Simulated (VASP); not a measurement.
# Ti (Fm-3m) in VASP: a series of runs

The runs below take Ti through single point, with PBEsol.

Program: VASP 6.6.1. These are calculated values, not measurements. Logs are shortened: lines on timing, memory, paths and dates and some standing lists are left out, and cuts for length are marked.

**1. The cell of the first run**

It takes space group Fm-3m (No. 225, cubic). Conventional cell: a = 3.805 Å, b = 3.805 Å, c = 3.805 Å, α = 90.00°, β = 90.00°, γ = 90.00°. Within 3.5 Å of Ti (site symmetry m-3m) lie 12 Ti at 2.69 Å.

This isn't the form of Ti at room conditions, which is hcp.

**2. Single point, PBEsol**

Contents of INCAR:

```
SYSTEM = Ti
PREC     = Accurate       ! precision mode
ENCUT    = 520            ! plane-wave cutoff, eV
EDIFF    = 1E-6           ! SCF threshold, eV
ISMEAR   = 0              ! smearing method
SIGMA    = 0.1            ! smearing width, eV
LREAL    = .FALSE.        ! projectors in reciprocal space
LASPH    = .TRUE.         ! aspherical terms in the spheres
NELM     = 100            ! most SCF steps
ALGO     = Fast           ! electronic algorithm
ISIF     = 2              ! what is computed and relaxed
LWAVE    = .FALSE.        ! write WAVECAR
LCHARG   = .TRUE.         ! write CHGCAR
GGA      = PS             ! functional
LELF     = .TRUE.         ! ELF
LVHAR    = .TRUE.       
NBANDS   = 12             ! bands
```

Contents of KPOINTS:

```
Automatic mesh
0
G
  18 18 18
  0 0 0
```

Contents of POSCAR:

```
Ti
1.0
    0.0000000000      1.9025806593      1.9025806593
    1.9025806593      0.0000000000      1.9025806593
    1.9025806593      1.9025806593      0.0000000000
Ti
1
Direct
    0.0000000000      0.0000000000      0.0000000000
```

Potentials or basis: VASP PAW PBE potentials, release 64 (Ti_sv).

Started as:

```bash
cat potpaw_PBE.64/Ti_sv/POTCAR > POTCAR
mpirun -np 1 vasp_std > vasp.out
```

OUTCAR:

```text
SYSTEM = Ti
   PREC = Accurate
   ENCUT = 520
   EDIFF = 1E-6
   ISMEAR = 0
   LREAL = .FALSE.
   LASPH = .TRUE.
   NELM = 100
   ISIF = 2
   GGA = PS

 ion  position               nearest neighbor table
   1  0.000  0.000  0.000-

  LATTYP: Found a face centered cubic cell.
 ALAT       =     3.8051613186

  Lattice vectors:

 A1 = (   0.0000000000,   1.9025806593,   1.9025806593)
 A2 = (   1.9025806593,   0.0000000000,   1.9025806593)
 A3 = (   1.9025806593,   1.9025806593,   0.0000000000)

Analysis of symmetry for initial positions (statically):
=====================================================================
 Subroutine PRICEL returns:
 Original cell was already a primitive cell.

 Routine SETGRP: Setting up the symmetry group for a
 face centered cubic supercell.

 Subroutine GETGRP returns: Found 48 space group operations
 (whereof 48 operations were pure point group operations)
 out of a pool of 48 trial point group operations.

The static configuration has the point symmetry O_h .

Analysis of symmetry for dynamics (positions and initial velocities):
=====================================================================
 Subroutine PRICEL returns:
 Original cell was already a primitive cell.

 Routine SETGRP: Setting up the symmetry group for a
 face centered cubic supercell.

 Subroutine GETGRP returns: Found 48 space group operations
 (whereof 48 operations were pure point group operations)
 out of a pool of 48 trial point group operations.

The dynamic configuration has the point symmetry O_h .

 Subroutine INISYM returns: Found 48 space group operations
 (whereof 48 operations are pure point group operations),
 and found     1 'primitive' translations

----------------------------------------------------------------------------------------

                                     Primitive cell

  volume of cell :      13.7740

  direct lattice vectors                    reciprocal lattice vectors
     0.000000000  1.902580659  1.902580659    -0.262800948  0.262800948  0.262800948
     1.902580659  0.000000000  1.902580659     0.262800948 -0.262800948  0.262800948
     1.902580659  1.902580659  0.000000000     0.262800948  0.262800948 -0.262800948

  length of vectors
     2.690655372  2.690655372  2.690655372     0.455184593  0.455184593  0.455184593

  position of ions in fractional coordinates (direct lattice)
     0.000000000  0.000000000  0.000000000

  ion indices of the primitive-cell ions
   primitive index   ion index
                 1           1

----------------------------------------------------------------------------------------

 KPOINTS: Automatic mesh

Automatic generation of k-mesh.
 Grid dimensions read from file:
 generate k-points for:   18   18   18

 Generating k-lattice:

  Cartesian coordinates                     Fractional coordinates (reciprocal lattice)
    -0.014600053  0.014600053  0.014600053     0.055555556  0.000000000  0.000000000
     0.014600053 -0.014600053  0.014600053     0.000000000  0.055555556  0.000000000
     0.014600053  0.014600053 -0.014600053     0.000000000  0.000000000  0.055555556

  Length of vectors
     0.025288033  0.025288033  0.025288033

  Shift w.r.t. Gamma in fractional coordinates (k-lattice)
     0.000000000  0.000000000  0.000000000

 Subroutine IBZKPT returns following result:
 ===========================================

 Found    195 irreducible k-points:

 Following reciprocal coordinates:
            Coordinates               Weight
  0.000000  0.000000  0.000000      1.000000
  0.055556  0.000000  0.000000      8.000000
  0.111111  0.000000  0.000000      8.000000
  0.166667  0.000000  0.000000      8.000000
  0.222222  0.000000  0.000000      8.000000
  0.277778  0.000000  0.000000      8.000000
[... 16 lines left out ...]
 -0.277778  0.055556  0.000000     24.000000
 -0.222222  0.055556  0.000000     24.000000
 [... further k-points ...]
   k-points           NKPTS =    195   k-points in BZ     NKDIM =    195   number of bands    NBANDS=     12
   number of dos      NEDOS =    301   number of ions     NIONS =      1
   total plane-waves  NPLWV =   8000
   dimension x,y,z NGX =    20 NGY =   20 NGZ =   20
   dimension x,y,z NGXF=    40 NGYF=   40 NGZF=   40
   ions per type =               1
   NGX,Y,Z   is equivalent  to a cutoff of  12.36, 12.36, 12.36 a.u.
   NGXF,Y,Z  is equivalent  to a cutoff of  24.71, 24.71, 24.71 a.u.
 SYSTEM =  Ti
   PREC   = accura    normal or accurate (medium, high low for compatibility)
   ISTART =      0    job   : 0-new  1-cont  2-samecut
   ICHARG =      2    charge: 1-file 2-atom 10-const
   ISPIN  =      1    spin polarized calculation?
   LNONCOLLINEAR =      F non collinear calculations
   LSORBIT =      F    spin-orbit coupling
   LASPH  =      T    aspherical Exc in radial PAW
   ENCUT  =  520.0 eV  38.22 Ry    6.18 a.u.   5.00  5.00  5.00*2*pi/ulx,y,z
   NELM   =    100;   NELMIN=  2; NELMDL= -5     # of ELM steps
   EDIFF  = 0.1E-05   stopping-criterion for ELM
   LREAL  =      F    real-space projection
   EDIFFG = 0.1E-04   stopping-criterion for IOM
   NSW    =      0    number of steps for IOM
   IBRION =     -1    ionic relax: 0-MD 1-quasi-New 2-CG
   NFREE  =      0    steps in history (QN), initial steepest desc. (CG)
   ISIF   =      2    stress and relaxation
   ISYM   =      2    0-nonsym 1-usesym 2-fastsym
   POTIM  = 0.5000    time-step for ionic-motion
   TEBEG  =    0.0;   TEEND  =   0.0 temperature during run
   PSTRESS=    0.0 pullay stress
   NELECT =      12.0000    total number of electrons
   NUPDOWN=      -1.0000    fix difference up-down
   EMIN   =  10.00;   EMAX   =-10.00  energy-range for DOS
   EFERMI =   0.00;   METHOD = LEGACY
   ISMEAR =     0;   SIGMA  =   0.10  broadening in eV -4-tet -1-fermi 0-gaus
   EFERMI_NEDOS =   21; number of points for ismear=-14 and -15
   IALGO  =     68    algorithm
   IMIX   =      4    mixing-type and parameters
     AMIX     =   0.40;   BMIX     =  1.00
     AMIX_MAG =   1.60;   BMIX_MAG =  1.00
  volume/ion in A,a.u.               =      13.77        92.95
  Fermi-wavevector in a.u.,A,eV,Ry     =   1.563563  2.954706 33.262579  2.444731
  Thomas-Fermi vector in A             =   2.666316
   LORBIT       =      0    0 simple, 1 ext, 2 COOP (PROOUT), +10 PAW based schemes
   GGA     = PS    functional components
   LHFCALC =     F    Hartree Fock is set to
   AEXX    =    0.0000 exact exchange contribution
   IVDW    =     0    specifies the selected vdW correction
   LEPSILON=     F    determine dielectric tensor
   LRPA    =     F    only Hartree local field effects (RPA)
 non-spin polarized calculation
 RMM-DIIS sequential band-by-band and
 Gauss-broadening in eV      SIGMA  =   0.10
  energy-cutoff  :      520.00
  volume of cell :       13.77
 maximum number of plane-waves:       388
   NGX =  9   NGY =  9   NGZ =  9

 number of electron      11.9999997 magnetization

 Free energy of the ion-electron system (eV)
  ---------------------------------------------------
  ext. energy  EPLUGINS =         0.00000000
  ---------------------------------------------------
  free energy    TOTEN  =        -8.05812407 eV

  energy without entropy =       -8.05257176  energy(sigma->0) =       -8.05534791

 E-fermi :  10.7973     XC(G=0): -12.7908

 val. band max:       10.7971866864   @ k =   0.2778   0.0000   0.0000
 cond. band min:      10.8049882645   @ k =  -0.3333   0.2778   0.0000
 fundamental gap:      0.0078015781
 Fermi energy:        10.7972960692

 k-point     1 :       0.0000    0.0000    0.0000
  band No.  band energies     occupation
      1     -45.3784      2.00000
      2     -20.9281      2.00000
      3     -20.9281      2.00000
      4     -20.9281      2.00000
      5       4.2459      2.00000
      6      11.7643      0.00000
      7      11.7643      0.00000
      8      11.7643      0.00000
      9      13.9887      0.00000
     10      13.9887      0.00000
     11      27.3459      0.00000
     12      32.9755      0.00000

 k-point     2 :       0.0556    0.0000    0.0000
  band No.  band energies     occupation
      1     -45.3693      2.00000
      2     -20.9731      2.00000
      3     -20.9333      2.00000
      4     -20.9333      2.00000
      5       4.3725      2.00000
      6      11.6787      0.00000
      7      11.8137      0.00000
      8      11.8137      0.00000
      9      13.9526      0.00000
     10      13.9526      0.00000
     11      27.5062      0.00000
     12      32.0980      0.00000

 k-point     3 :       0.1111    0.0000    0.0000
  band No.  band energies     occupation
      1     -45.3430      2.00000
      2     -21.1014      2.00000
      3     -20.9484      2.00000
      4     -20.9484      2.00000
      5       4.7397      2.00000
      6      11.4502      0.00000
      7      11.9421      0.00000
      8      11.9421      0.00000
      9      13.8711      0.00000
     10      13.8711      0.00000
     11      27.9106      0.00000
     12      30.4760      0.00000
[... 286 lines left out ...]
 k-point    23 :      -0.2778    0.0556    0.0000
  band No.  band energies     occupation
      1     -45.1751      2.00000
      2     -21.8470      2.00000
      3     -21.0861      2.00000
      4     -21.0246      2.00000
      5       6.9925      2.00000
      6      10.7425      1.56175
      7      11.9146      0.00000
      8      12.0544      0.00000
      9      14.0750      0.00000
     10      14.7736      0.00000
     11      25.1951      0.00000
     12      28.2371      0.00000

 k-point    24 :      -0.2222    0.0556    0.0000
  band No.  band energies     occupation
      1     -45.2282      2.00000
      2     -21.6139      2.00000
      3     -21.0554      2.00000
      4     -20.9943      2.00000
      5       6.3357      2.00000
      6      10.7618      1.38419
      7      12.0661      0.00000
      8      12.1925      0.00000
      9      13.6952      0.00000
     10      14.3794      0.00000
     11      26.6428      0.00000
     12      28.6633      0.00000

 [... further k-points ...]

------------------------ aborting loop because EDIFF is reached ----------------------------------------

  FORCE on cell =-STRESS in cart. coord.  units (eV):
  Direction    XX          YY          ZZ          XY          YZ          ZX
  --------------------------------------------------------------------------------------
  -------------------------------------------------------------------------------------
  Total        2.3332730      2.3332730      2.3332730      0.0000000     -0.0000000      0.0000000
  in kB      271.4044172    271.4044172    271.4044172      0.0000000     -0.0000000      0.0000000
  external PRESSURE =     271.4044172 kB  Pullay stress =       0.0000000 kB

 VOLUME and BASIS-vectors are now :
 -----------------------------------------------------------------------------
  energy-cutoff  :      520.00
  volume of cell :       13.77
      direct lattice vectors                 reciprocal lattice vectors
     0.000000000  1.902580659  1.902580659    -0.262800948  0.262800948  0.262800948
     1.902580659  0.000000000  1.902580659     0.262800948 -0.262800948  0.262800948
     1.902580659  1.902580659  0.000000000     0.262800948  0.262800948 -0.262800948

 POSITION                                       TOTAL-FORCE (eV/Angst)
 -----------------------------------------------------------------------------------
      0.00000      0.00000      0.00000        -0.000000     -0.000000      0.000000
 -----------------------------------------------------------------------------------
    total drift:                               -0.000000      0.000000     -0.000000

  FREE ENERGIE OF THE ION-ELECTRON SYSTEM (eV)
  ---------------------------------------------------
  free  energy   TOTEN  =        -8.0581240665 eV

  energy  without entropy=       -8.0525717616  energy(sigma->0) =       -8.05534791
```

Wall time 28 s (1 thread of AMD EPYC 9R45 (Zen 5), shared host); peak memory 0.12 GiB.

Results:

* Free energy: -8.0581 eV
* Pressure: 27.1 GPa
* Band gap on the k mesh: zero (bands 6 and 7 overlap by 1.63 eV)

Caveat: the cell stands under pressure; the PAW data sets were made with another functional, which shifts forces and pressure a little.

**3. Single point, PBEsol**

This run uses another cell than the first one, of 14.95 Å³/atom.

Contents of INCAR:

```
ALGO = Normal ; EDIFF = 1E-6
ENCUT = 520 ; GGA = PS
ISIF = 2 ; ISMEAR = 0
LASPH = T ; LCHARG = F
LREAL = F ; LWAVE = F
NBANDS = 12 ; NELM = 60
PREC = Accurate ; SIGMA = 0.1
```

Contents of KPOINTS:

```
k-points
0
Gamma
  18 18 18
```

Contents of POSCAR:

```
Ti
1.0
    0.0000000000      1.9551639801      1.9551639801
    1.9551639801      0.0000000000      1.9551639801
    1.9551639801      1.9551639801      0.0000000000
Ti
1
Direct
    0.0000000000      0.0000000000      0.0000000000
```

Potentials or basis: VASP PAW PBE potentials, release 64 (Ti_sv).

Started as:

```bash
cat potpaw_PBE.64/Ti_sv/POTCAR > POTCAR
mpirun -np 1 vasp_std > vasp.out
```

Wall time 19 s (1 thread of AMD EPYC 9R45 (Zen 5), shared host); peak memory 0.13 GiB.

It converged, with:

* Free energy: -8.2160 eV
* Pressure: 14.5 GPa
* Band gap on the k mesh: zero (bands 6 and 7 overlap by 1.53 eV)

Levels at points of the mesh, in eV from the Fermi level:
```csv
k point,band 2,band 3,band 4,band 5,band 6,band 7,band 8,band 9,band 10,band 11
"(0.00, 0.00, 0.00)",-31.98,-31.98,-31.98,-6.42,0.95,0.95,0.95,2.94,2.94,16.09
"(0.50, 0.00, 0.00)",-33.08,-32.12,-32.12,-2.97,0.78,0.78,1.10,4.28,4.28,9.88
"(0.50, 0.50, 0.00)",-33.00,-32.36,-32.36,-3.17,-2.18,3.63,4.27,4.64,4.64,12.43
```

Caveat: the cell stands under pressure; the PAW data sets were made with another functional, which shifts forces and pressure a little.

**4. Single point, PBEsol**

This run uses another cell than the first one, of 15.67 Å³/atom.

Contents of INCAR:

```
SYSTEM = Ti
PREC     = Accurate       ! precision mode
ENCUT    = 520            ! plane-wave cutoff, eV
EDIFF    = 1E-7           ! SCF threshold, eV
ISMEAR   = 0              ! smearing method
SIGMA    = 0.1            ! smearing width, eV
LREAL    = .FALSE.        ! projectors in reciprocal space
LASPH    = .TRUE.         ! aspherical terms in the spheres
NELM     = 80             ! most SCF steps
ALGO     = Normal         ! electronic algorithm
ISIF     = 2              ! what is computed and relaxed
LWAVE    = .FALSE.        ! write WAVECAR
LCHARG   = .FALSE.        ! write CHGCAR
GGA      = PS             ! functional
NBANDS   = 12             ! bands
```

Contents of KPOINTS:

```
regular mesh
0
G
  18 18 18
  0 0 0
```

Contents of POSCAR:

```
Ti
1.0
    0.0000000000      1.9860460817      1.9860460817
    1.9860460817      0.0000000000      1.9860460817
    1.9860460817      1.9860460817      0.0000000000
Ti
1
Direct
    0.0000000000      0.0000000000      0.0000000000
```

Started as:

```bash
cat potpaw_PBE.64/Ti_sv/POTCAR > POTCAR
mpirun -np 1 vasp_std > vasp.out
```

It took 23 s on 1 thread of AMD EPYC 9R45 (Zen 5), shared host; peak memory 0.13 GiB.

It converged, with:

```yaml
Free_energy: -8.2653 eV
Pressure: 7.5 GPa
Band_gap_on_the_k_mesh: zero (bands 6 and 7 overlap by 1.45 eV)
```

Levels at points of the mesh, in eV from the Fermi level:
| k point | band 2 | band 3 | band 4 | band 5 | band 6 | band 7 | band 8 | band 9 | band 10 | band 11 |
| --- | --- | --- | --- | --- | --- | --- | --- | --- | --- | --- |
| (0.00, 0.00, 0.00) | -32.13 | -32.13 | -32.13 | -6.33 | 0.93 | 0.93 | 0.93 | 2.80 | 2.80 | 15.83 |
| (0.50, 0.00, 0.00) | -33.07 | -32.24 | -32.24 | -2.85 | 0.78 | 0.78 | 0.93 | 4.06 | 4.06 | 9.31 |
| (0.50, 0.50, 0.00) | -33.00 | -32.45 | -32.45 | -2.97 | -2.02 | 3.35 | 4.04 | 4.39 | 4.39 | 11.82 |

Caveat: the cell stands under pressure; the PAW data sets were made with another functional, which shifts forces and pressure a little.

**5. Single point, PBEsol**

This run uses another cell than the first one, of 12.17 Å³/atom.

Contents of INCAR:

```
SYSTEM = Ti
  PREC = Accurate
  ENCUT = 520
  EDIFF = 1E-7
  ISMEAR = 0
  SIGMA = 0.1
  LREAL = .False.
  LASPH = .True.
  NELM = 80
  ALGO = Normal
  ISIF = 2
  LWAVE = .False.
  LCHARG = .True.
  GGA = PS
  LELF = .True.
  LVHAR = .True.
  NBANDS = 12
```

Contents of KPOINTS:

```
regular mesh
0
Gamma
  20 20 20
  0 0 0
```

Contents of POSCAR:

```
Ti
1.0
    0.0000000000      1.8255891909      1.8255891909
    1.8255891909      0.0000000000      1.8255891909
    1.8255891909      1.8255891909      0.0000000000
Ti
1
Direct
    0.0000000000      0.0000000000      0.0000000000
```

Started as:

```bash
cat potpaw_PBE.64/Ti_sv/POTCAR > POTCAR
mpirun -np 1 vasp_std > vasp.out
```

Run time: 22 s. Hardware: 1 thread of AMD EPYC 9R45 (Zen 5), shared host; peak memory 0.12 GiB.

It converged, with:

| Quantity | Value |
| --- | --- |
| Free energy | -7.6253 eV |
| Pressure | 58.9 GPa |
| Band gap on the k mesh | zero (bands 6 and 7 overlap by 1.47 eV) |

Levels at points of the mesh, in eV from the Fermi level:
```csv
k point,band 4,band 5,band 6,band 7,band 8,band 9
"(0.00, 0.00, 0.00)",-31.31,-6.65,0.97,0.97,0.97,3.59
"(0.50, 0.00, 0.00)",-31.54,-3.55,0.74,0.74,2.15,5.36
"(0.50, 0.50, 0.00)",-31.99,-4.16,-3.02,5.23,5.34,5.84
```

Caveat: the cell stands under pressure; the PAW data sets were made with another functional, which shifts forces and pressure a little.

**6. Overview**

```csv
cell,k mesh,gap on the mesh (eV),pressure (GPa)
"a = 2.691 Å, angles 60.0°, 1 atom",18 × 18 × 18,none,27.1
"a = 2.765 Å, angles 60.0°, 1 atom",18 × 18 × 18,none,14.5
"a = 2.809 Å, angles 60.0°, 1 atom",18 × 18 × 18,none,7.5
"a = 2.582 Å, angles 60.0°, 1 atom",20 × 20 × 20,none,58.9
```

Alike in all rows: task single point; level PBEsol; potentials or basis VASP PAW PBE potentials, release 64 (Ti_sv); no spin polarisation; cutoff (eV) 520; smearing gaussian 0.1 eV.

Caveats: the cell stands under pressure; the PAW data sets were made with another functional, which shifts forces and pressure a little.

Total energies depend on the potentials used, so only differences within one code and one set of settings carry meaning.
